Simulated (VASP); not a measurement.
# NaH (Fm-3m) in VASP: a series of runs

The runs below take NaH through G0W0 quasiparticle levels, with PBE.

Program: VASP 6.6.1. These are calculated values, not measurements. Logs are shortened: lines on timing, memory, paths and dates and some standing lists are left out, and cuts for length are marked.

## (1) The cell of the first run

The structure is cubic, space group Fm-3m (No. 225). The conventional cell has a = 4.795 Å, b = 4.795 Å, c = 4.795 Å, α = 90.00°, β = 90.00°, γ = 90.00°. Within 3.2 Å of Na (site symmetry m-3m) lie 6 H at 2.40 Å. H (site symmetry m-3m) has 6 Na at 2.40 Å within 3.2 Å.

## (2) G0W0 quasiparticle levels, PBE

The input, POSCAR:

```
NaH
1.0
    0.0000000000      2.3975116394      2.3975116394
    2.3975116394      0.0000000000      2.3975116394
    2.3975116394      2.3975116394      0.0000000000
Na H
1 1
Direct
    0.0000000000      0.0000000000      0.0000000000
    0.5000000000      0.5000000000      0.5000000000
```

The input, INCAR.step1:

```
SYSTEM = NaH
  PREC = Accurate
  ENCUT = 500
  EDIFF = 1E-8
  ISMEAR = 0
  SIGMA = 0.01
  LREAL = .FALSE.
  LASPH = .TRUE.
  NELM = 60
  ALGO = Normal
  LWAVE = .TRUE.
  LCHARG = .FALSE.
  GGA = PE
```

The input, INCAR.step2:

```
SYSTEM = NaH
  PREC = Accurate
  ENCUT = 500
  EDIFF = 1E-8
  ISMEAR = 0
  SIGMA = 0.01
  LREAL = .FALSE.
  LASPH = .TRUE.
  NELM = 1
  ALGO = Exact
  LWAVE = .TRUE.
  LCHARG = .FALSE.
  GGA = PE
  NBANDS = 108
  LOPTICS = .TRUE.
  ISTART = 1
```

The input, INCAR.step3:

```
SYSTEM = NaH
  PREC = Accurate
  ENCUT = 500
  EDIFF = 1E-8
  ISMEAR = 0
  SIGMA = 0.01
  LREAL = .FALSE.
  LASPH = .TRUE.
  ALGO = EVGW0
  LWAVE = .FALSE.
  LCHARG = .FALSE.
  GGA = PE
  NELMGW = 1
  NBANDS = 108
  ENCUTGW = 140.0
  NOMEGA = 96
  PRECFOCK = Fast
  ISTART = 1
  NBANDSGW = 13
  OMEGAMAX = 30
```

The input, KPOINTS:

```
regular mesh
0
G
  4 4 4
  0 0 0
```

Potentials or basis: VASP PAW PBE potentials, release 64 (Na_sv_GW, H_GW).

The run is started by

```
> cat potpaw_PBE.64/Na_sv_GW/POTCAR potpaw_PBE.64/H_GW/POTCAR > POTCAR
> cp INCAR.step1 INCAR
> mpirun -np 1 vasp_std > vasp.out
> cp INCAR.step2 INCAR
> mpirun -np 1 vasp_std > vasp.out
> cp INCAR.step3 INCAR
> mpirun -np 1 vasp_std > vasp.out
```

OUTCAR:

```text
SYSTEM = NaH
   PREC = Accurate
   ENCUT = 500
   EDIFF = 1E-8
   ISMEAR = 0
   LREAL = .FALSE.
   LASPH = .TRUE.
   GGA = PE
   NELMGW = 1
   ENCUTGW = 140.0
   PRECFOCK = Fast
   ISTART = 1

 ion  position               nearest neighbor table
   1  0.000  0.000  0.000-
   2  0.500  0.500  0.500-

  LATTYP: Found a face centered cubic cell.
 ALAT       =     4.7950232788

  Lattice vectors:

 A1 = (   0.0000000000,   2.3975116394,   2.3975116394)
 A2 = (   2.3975116394,   0.0000000000,   2.3975116394)
 A3 = (   2.3975116394,   2.3975116394,   0.0000000000)

Analysis of symmetry for initial positions (statically):
=====================================================================
 Subroutine PRICEL returns:
 Original cell was already a primitive cell.

 Routine SETGRP: Setting up the symmetry group for a
 face centered cubic supercell.

 Subroutine GETGRP returns: Found 48 space group operations
 (whereof 48 operations were pure point group operations)
 out of a pool of 48 trial point group operations.

The static configuration has the point symmetry O_h .

Analysis of symmetry for dynamics (positions and initial velocities):
=====================================================================
 Subroutine PRICEL returns:
 Original cell was already a primitive cell.

 Routine SETGRP: Setting up the symmetry group for a
 face centered cubic supercell.

 Subroutine GETGRP returns: Found 48 space group operations
 (whereof 48 operations were pure point group operations)
 out of a pool of 48 trial point group operations.

The dynamic configuration has the point symmetry O_h .

 Subroutine INISYM returns: Found 48 space group operations
 (whereof 48 operations are pure point group operations),
 and found     1 'primitive' translations

----------------------------------------------------------------------------------------

                                     Primitive cell

  volume of cell :      27.5621

  direct lattice vectors                    reciprocal lattice vectors
     0.000000000  2.397511639  2.397511639    -0.208549561  0.208549561  0.208549561
     2.397511639  0.000000000  2.397511639     0.208549561 -0.208549561  0.208549561
     2.397511639  2.397511639  0.000000000     0.208549561  0.208549561 -0.208549561

  length of vectors
     3.390593476  3.390593476  3.390593476     0.361218436  0.361218436  0.361218436

  position of ions in fractional coordinates (direct lattice)
     0.000000000  0.000000000  0.000000000
     0.500000000  0.500000000  0.500000000

  ion indices of the primitive-cell ions
   primitive index   ion index
                 1           1
                 2           2

----------------------------------------------------------------------------------------

 KPOINTS: regular mesh

Automatic generation of k-mesh.
 Grid dimensions read from file:
 generate k-points for:    4    4    4

 Generating k-lattice:

  Cartesian coordinates                     Fractional coordinates (reciprocal lattice)
    -0.052137390  0.052137390  0.052137390     0.250000000  0.000000000  0.000000000
     0.052137390 -0.052137390  0.052137390     0.000000000  0.250000000  0.000000000
     0.052137390  0.052137390 -0.052137390     0.000000000  0.000000000  0.250000000

  Length of vectors
     0.090304609  0.090304609  0.090304609

  Shift w.r.t. Gamma in fractional coordinates (k-lattice)
     0.000000000  0.000000000  0.000000000

 Subroutine IBZKPT returns following result:
 ===========================================

 Found      8 irreducible k-points:

 Following reciprocal coordinates:
            Coordinates               Weight
  0.000000  0.000000  0.000000      1.000000
  0.250000  0.000000  0.000000      8.000000
  0.500000  0.000000  0.000000      4.000000
  0.250000  0.250000  0.000000      6.000000
  0.500000  0.250000  0.000000     24.000000
 -0.250000  0.250000  0.000000     12.000000
  0.500000  0.500000  0.000000      3.000000
 -0.250000  0.500000  0.250000      6.000000
   k-points           NKPTS =      8   k-points in BZ     NKDIM =     64   number of bands    NBANDS=    108
   number of dos      NEDOS =    301   number of ions     NIONS =      2
   total plane-waves  NPLWV =  21952
   dimension x,y,z NGX =    28 NGY =   28 NGZ =   28
   dimension x,y,z NGXF=    56 NGYF=   56 NGZF=   56
   ions per type =               1   1
   NGX,Y,Z   is equivalent  to a cutoff of  13.73, 13.73, 13.73 a.u.
   NGXF,Y,Z  is equivalent  to a cutoff of  27.46, 27.46, 27.46 a.u.
 SYSTEM =  NaH
   PREC   = accura    normal or accurate (medium, high low for compatibility)
   ISTART =      1    job   : 0-new  1-cont  2-samecut
   ICHARG =      0    charge: 1-file 2-atom 10-const
   ISPIN  =      1    spin polarized calculation?
   LNONCOLLINEAR =      F non collinear calculations
   LSORBIT =      F    spin-orbit coupling
   LASPH  =      T    aspherical Exc in radial PAW
   ENCUT  =  500.0 eV  36.75 Ry    6.06 a.u.   6.18  6.18  6.18*2*pi/ulx,y,z
   NELM   =     60;   NELMIN=  2; NELMDL=  0     # of ELM steps
   EDIFF  = 0.1E-07   stopping-criterion for ELM
   LREAL  =      F    real-space projection
   EDIFFG = 0.1E-06   stopping-criterion for IOM
   NSW    =      0    number of steps for IOM
   IBRION =     -1    ionic relax: 0-MD 1-quasi-New 2-CG
   NFREE  =      0    steps in history (QN), initial steepest desc. (CG)
   ISIF   =      0    stress and relaxation
   ISYM   =      3    0-nonsym 1-usesym 2-fastsym
   POTIM  = 0.5000    time-step for ionic-motion
   TEBEG  =    0.0;   TEEND  =   0.0 temperature during run
   PSTRESS=    0.0 pullay stress
   NELECT =      10.0000    total number of electrons
   NUPDOWN=      -1.0000    fix difference up-down
   EMIN   =  10.00;   EMAX   =-10.00  energy-range for DOS
   EFERMI =   0.00;   METHOD = LEGACY
   ISMEAR =     0;   SIGMA  =   0.01  broadening in eV -4-tet -1-fermi 0-gaus
   EFERMI_NEDOS =   21; number of points for ismear=-14 and -15
   IALGO  =     38    algorithm
   IMIX   =      4    mixing-type and parameters
     AMIX     =   0.40;   BMIX     =  1.00
     AMIX_MAG =   1.60;   BMIX_MAG =  1.00
  volume/ion in A,a.u.               =      13.78        93.00
  Fermi-wavevector in a.u.,A,eV,Ry     =   1.167627  2.206495 18.549539  1.363353
  Thomas-Fermi vector in A             =   2.304125
   LORBIT       =      0    0 simple, 1 ext, 2 COOP (PROOUT), +10 PAW based schemes
   GGA     = PE    functional components
   LHFCALC =     T    Hartree Fock is set to
   PRECFOCK=fast      Normal, Fast or Accurate (Low or Medium for compatibility)
   ENCUT4O =  -1.0   cutoff for four orbital integrals eV
   NKREDX  =     1    reduce k-point grid by
   NKREDY  =     1    reduce k-point grid by
   NKREDZ  =     1    reduce k-point grid by
   AEXX    =    1.0000 exact exchange contribution
   HFSCREEN=    0.0000 screening length (either q_TF or 0.3 A-1)
   HFSCREENC=   0.0000 screening length for correlation (either q_TF or 0.3 A-1)
   ENCUTFOCK=  -1.0 apply spherical cutoff to Coloumb kernel
   IVDW    =     0    specifies the selected vdW correction
   LEPSILON=     F    determine dielectric tensor
   LRPA    =     F    only Hartree local field effects (RPA)
   LRPAFORCE           =     F    calculate RPA forces
   ENCUTGW             = 140.0    cutoff for response function in eV
   ENCUTGWSOFT         = 112.0    soft cutoff for Coulomb kernel in GW response function in eV
   ENCUTLF             =  -1.0    cutoff for local field effects
   NELMGW              =     1    number of iterations in solving QP/BSE equation
   NELMHF              =     1    number of iterations in the inner HF iteration
   NKREDLFX            =     1    NKREDLFY  =   1   NKREDLFZ  =   1
 non-spin polarized calculation
 Gauss-broadening in eV      SIGMA  =   0.01
  energy-cutoff  :      500.00
  volume of cell :       27.56
 maximum number of plane-waves:       725
 NGX is ok and might be reduce to    28
  NGX = 14; NGY = 14; NGZ = 14
   NGX = 13   NGY = 13   NGZ = 13
 maximum number of plane-waves:       113
 NGX is ok and might be reduce to    14

 QP shifts <psi_nk| G(iteration)W_0 |psi_nk>: iteration 1
 for sc-GW calculations column KS-energies equals QP-energies in previous step
 and V_xc(KS)=  KS-energies - (<T + V_ion + V_H > + <T+V_H+V_ion>^1  + <V_x>^1)

 k-point   1 :       0.0000    0.0000    0.0000
  band No.  KS-energies  QP-energies   sigma(KS)   V_xc(KS)     V^pw_x(r,r')   Z            occupation Imag(sigma)

      1     -51.2681     -59.6482     -40.8247     -29.2635     -49.1310       0.7248       2.0000       0.3471
      2     -23.1694     -28.2482     -35.1612     -28.3907     -41.4316       0.7501       2.0000       0.1214
      3     -23.1694     -28.2482     -35.1612     -28.3907     -41.4316       0.7501       2.0000       0.1214
      4     -23.1694     -28.2482     -35.1612     -28.3907     -41.4316       0.7501       2.0000       0.1214
      5      -4.7820      -6.3458     -11.2186      -8.9105     -13.9494       0.6775       2.0000       0.2470
      6       9.5316      10.3404      -9.6152     -10.8026      -4.9602       0.6811       0.0000      -0.3565
      7      14.6680      15.1953      -5.7768      -6.4638      -1.2539       0.7675       0.0000      -0.7944
      8      14.6680      15.1953      -5.7768      -6.4638      -1.2539       0.7675       0.0000      -0.7944
      9      14.6680      15.1953      -5.7768      -6.4638      -1.2539       0.7675       0.0000      -0.7944
     10      15.5864      16.7264      -7.3415      -8.7693      -2.8611       0.7984       0.0000      -0.9529
     11      15.5864      16.7264      -7.3415      -8.7693      -2.8611       0.7984       0.0000      -0.9529
     12      15.5864      16.7264      -7.3415      -8.7693      -2.8611       0.7984       0.0000      -0.9529
     13      16.5140      16.9934      -4.9434      -5.4086      -0.5891       1.0305       0.0000      -1.4061

 k-point   2 :       0.2500    0.0000    0.0000
  band No.  KS-energies  QP-energies   sigma(KS)   V_xc(KS)     V^pw_x(r,r')   Z            occupation Imag(sigma)
[... 103 lines left out ...]
      1     -51.2580     -59.7715     -40.8424     -29.2833     -49.1508       0.7365       2.0000       0.3476
      2     -23.2313     -28.2491     -34.9892     -28.2326     -41.2492       0.7427       2.0000       0.1242
      3     -23.2313     -28.2491     -34.9892     -28.2326     -41.2492       0.7427       2.0000       0.1242
      4     -23.2055     -28.2446     -35.0670     -28.2983     -41.3298       0.7445       2.0000       0.1240
      5      -1.1077      -2.6681     -12.7647     -10.6486     -14.3551       0.7374       2.0000       0.0886
      6       4.9810       5.6375      -6.5428      -7.3830      -3.1667       0.7814       0.0000      -0.1132
      7       4.9810       5.6375      -6.5428      -7.3830      -3.1667       0.7814       0.0000      -0.1132
      8       7.4169       8.3131      -6.9479      -8.1136      -3.1282       0.7689       0.0000      -0.1634
      9      15.5559      16.5131      -8.2625      -9.4940      -3.3757       0.7773       0.0000      -0.9937
     10      16.9043      17.5836      -6.0474      -6.9009      -1.4992       0.7958       0.0000      -1.0427
     11      16.9043      17.5836      -6.0474      -6.9009      -1.4992       0.7958       0.0000      -1.0427
     12      18.5188      19.7605      -7.1649      -8.7062      -2.4710       0.8056       0.0000      -1.1030
     13      24.0607      25.2701      -7.4819      -9.0895      -2.4194       0.7524       0.0000      -1.4857
```

Wall time 98 s (1 thread of Intel Xeon 8259CL, shared host); peak memory 0.27 GiB.

What came out:

```
Quasiparticle gap                                   : 6.06 eV
Least direct quasiparticle gap                      : 6.98 eV
Band gap of the starting levels on the mesh         : 3.81 eV
Least direct gap of the starting levels on the mesh : 4.68 eV
```

Caveat: the k points lie up to 0.57 Å⁻¹ apart; bands, screening cutoff and mesh are small and nothing is extrapolated, so the quasiparticle values aren't converged.

## (3) G0W0 quasiparticle levels, PBE

POSCAR is that of step 2.

The input, INCAR.step1:

```
  PREC = Accurate
  ENCUT = 500
  EDIFF = 1E-8
  ISMEAR = 0
  SIGMA = 0.01
  LREAL = F
  LASPH = T
  NELM = 80
  ALGO = Normal
  LWAVE = T
  LCHARG = F
  GGA = PE
```

The input, INCAR.step2:

```
  PREC = Accurate
  ENCUT = 500
  EDIFF = 1E-8
  ISMEAR = 0
  SIGMA = 0.01
  LREAL = F
  LASPH = T
  NELM = 1
  ALGO = Exact
  LWAVE = T
  LCHARG = F
  GGA = PE
  NBANDS = 195
  LOPTICS = T
  ISTART = 1
```

The input, INCAR.step3:

```
  PREC = Accurate
  ENCUT = 500
  EDIFF = 1E-8
  ISMEAR = 0
  SIGMA = 0.01
  LREAL = F
  LASPH = T
  ALGO = EVGW0
  LWAVE = F
  LCHARG = F
  GGA = PE
  NELMGW = 1
  NBANDS = 195
  ENCUTGW = 200
  NOMEGA = 96
  PRECFOCK = Fast
  ISTART = 1
  NBANDSGW = 13
  OMEGAMAX = 20
```

The input, KPOINTS:

```
regular mesh
0
Gamma
  4 4 4
```

Potentials or basis: VASP PAW PBE potentials, release 64 (Na_sv_GW, H_GW).

The run is started by

```
> cat potpaw_PBE.64/Na_sv_GW/POTCAR potpaw_PBE.64/H_GW/POTCAR > POTCAR
> cp INCAR.step1 INCAR
> mpirun -np 1 vasp_std > vasp.out
> cp INCAR.step2 INCAR
> mpirun -np 1 vasp_std > vasp.out
> cp INCAR.step3 INCAR
> mpirun -np 1 vasp_std > vasp.out
```

OUTCAR:

```text
PREC = Accurate
   ENCUT = 500
   EDIFF = 1E-8
   ISMEAR = 0
   LREAL = F
   LASPH = T
   GGA = PE
   NELMGW = 1
   ENCUTGW = 200
   PRECFOCK = Fast
   ISTART = 1

 ion  position               nearest neighbor table
   1  0.000  0.000  0.000-
   2  0.500  0.500  0.500-

  LATTYP: Found a face centered cubic cell.
 ALAT       =     4.7950232788

  Lattice vectors:

 A1 = (   0.0000000000,   2.3975116394,   2.3975116394)
 A2 = (   2.3975116394,   0.0000000000,   2.3975116394)
 A3 = (   2.3975116394,   2.3975116394,   0.0000000000)

Analysis of symmetry for initial positions (statically):
=====================================================================
 Subroutine PRICEL returns:
 Original cell was already a primitive cell.

 Routine SETGRP: Setting up the symmetry group for a
[... 149 lines left out ...]
 non-spin polarized calculation
 Gauss-broadening in eV      SIGMA  =   0.01
  energy-cutoff  :      500.00
  volume of cell :       27.56
 maximum number of plane-waves:       725
 NGX is ok and might be reduce to    28
  NGX = 14; NGY = 14; NGZ = 14
   NGX = 13   NGY = 13   NGZ = 13
 maximum number of plane-waves:       190

 QP shifts <psi_nk| G(iteration)W_0 |psi_nk>: iteration 1
 for sc-GW calculations column KS-energies equals QP-energies in previous step
 and V_xc(KS)=  KS-energies - (<T + V_ion + V_H > + <T+V_H+V_ion>^1  + <V_x>^1)

 k-point   1 :       0.0000    0.0000    0.0000
  band No.  KS-energies  QP-energies   sigma(KS)   V_xc(KS)     V^pw_x(r,r')   Z            occupation Imag(sigma)

      1     -51.2681     -58.9036     -39.9622     -29.2635     -49.1310       0.7137       2.0000       0.3655
      2     -23.1694     -28.0409     -34.9267     -28.3907     -41.4316       0.7453       2.0000       0.0954
      3     -23.1694     -28.0409     -34.9267     -28.3907     -41.4316       0.7453       2.0000       0.0954
      4     -23.1694     -28.0409     -34.9267     -28.3907     -41.4316       0.7453       2.0000       0.0954
      5      -4.7820      -6.3695     -11.2635      -8.9105     -13.9494       0.6747       2.0000       0.1586
      6       9.5316      10.1999      -9.7882     -10.8026      -4.9602       0.6588       0.0000      -0.2459
      7      14.6680      15.1253      -5.8322      -6.4638      -1.2539       0.7241       0.0000      -0.7222
      8      14.6680      15.1253      -5.8322      -6.4638      -1.2539       0.7241       0.0000      -0.7222
      9      14.6680      15.1253      -5.8322      -6.4638      -1.2539       0.7241       0.0000      -0.7222
     10      15.5864      16.5156      -7.5177      -8.7693      -2.8611       0.7424       0.0000      -0.9026
     11      15.5864      16.5156      -7.5177      -8.7693      -2.8611       0.7424       0.0000      -0.9026
     12      15.5864      16.5156      -7.5177      -8.7693      -2.8611       0.7424       0.0000      -0.9026
     13      16.5140      17.0028      -4.9623      -5.4086      -0.5891       1.0953       0.0000      -1.4254
[... 106 lines left out ...]
      1     -51.2580     -58.9770     -39.9809     -29.2833     -49.1508       0.7216       2.0000       0.3658
      2     -23.2313     -28.0583     -34.7556     -28.2326     -41.2492       0.7400       2.0000       0.0981
      3     -23.2313     -28.0583     -34.7556     -28.2326     -41.2492       0.7400       2.0000       0.0981
      4     -23.2055     -28.0516     -34.8328     -28.2983     -41.3298       0.7416       2.0000       0.0978
      5      -1.1077      -2.7716     -12.8652     -10.6486     -14.3551       0.7507       2.0000       0.0499
      6       4.9810       5.6213      -6.5651      -7.3830      -3.1667       0.7830       0.0000      -0.0736
      7       4.9810       5.6213      -6.5651      -7.3830      -3.1667       0.7830       0.0000      -0.0736
      8       7.4169       8.2750      -6.9817      -8.1136      -3.1282       0.7581       0.0000      -0.1037
      9      15.5559      16.4210      -8.3991      -9.4940      -3.3757       0.7902       0.0000      -0.9566
     10      16.9043      17.5548      -6.1331      -6.9009      -1.4992       0.8472       0.0000      -1.0161
     11      16.9043      17.5548      -6.1331      -6.9009      -1.4992       0.8472       0.0000      -1.0161
     12      18.5188      19.6720      -7.2801      -8.7062      -2.4710       0.8087       0.0000      -1.0579
     13      24.0607      25.0775      -7.6635      -9.0895      -2.4194       0.7131       0.0000      -1.3968
```

Wall time 1.7 min (1 thread of AMD EPYC 9R45 (Zen 5), shared host); peak memory 0.38 GiB.

What came out:

| Quantity | Value |
| --- | --- |
| Quasiparticle gap | 6.14 eV |
| Least direct quasiparticle gap | 7.02 eV |
| Band gap of the starting levels on the mesh | 3.81 eV |
| Least direct gap of the starting levels on the mesh | 4.68 eV |

Caveat: the k points lie up to 0.57 Å⁻¹ apart; bands, screening cutoff and mesh are small and nothing is extrapolated, so the quasiparticle values aren't converged.
